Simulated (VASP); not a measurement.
Al2H, 6 atoms in the cell. The structure is hexagonal, space group P6mm (No. 183). Conventional cell: a = 5.406 Å, b = 5.406 Å, c = 3.068 Å, α = 90.00°, β = 90.00°, γ = 120.00°. Within 2.9 Å of Al (site symmetry 2mm) lie 4 H at 1.97 to 2.43 Å and 6 Al at 2.70 to 2.83 Å. Within 3.8 Å of Al (site symmetry 6mm) lie 14 Al at 2.83 to 3.51 Å and 12 H at 3.29 to 3.72 Å. H (site symmetry 3m) has 6 Al at 1.97 to 2.43 Å within 2.6 Å. The cell was generated, and may not be a known phase.

```yaml
Program: VASP 6.6.1
Task: single point
Functional: PBE
Potentials_or_basis: VASP PAW PBE potentials, release 64 (Al, H)
Cutoff: 500 eV
k_mesh: 4 × 4 × 4
Occupations: gaussian, width 0.2 eV
Spin: no spin polarisation
Dipole_correction: no
Further_INCAR_settings: ALGO = Normal; EDIFF = 1e-06; NBANDS = 16
```

Potentials or basis: VASP PAW PBE potentials, release 64 (Al, H).

Command:

```sh
$ cat potpaw_PBE.64/Al/POTCAR potpaw_PBE.64/H/POTCAR > POTCAR
$ mpirun -np 1 vasp_std > vasp.out
```

Hardware: 1 thread of Intel Xeon 8259CL (shared host).

**Question.** How long does it take, and how much memory?

**Answer.** It took 23 s on 1 thread of Intel Xeon 8259CL (shared host), peak memory 0.18 GiB. Counts: scf iterations 13, k points 12.
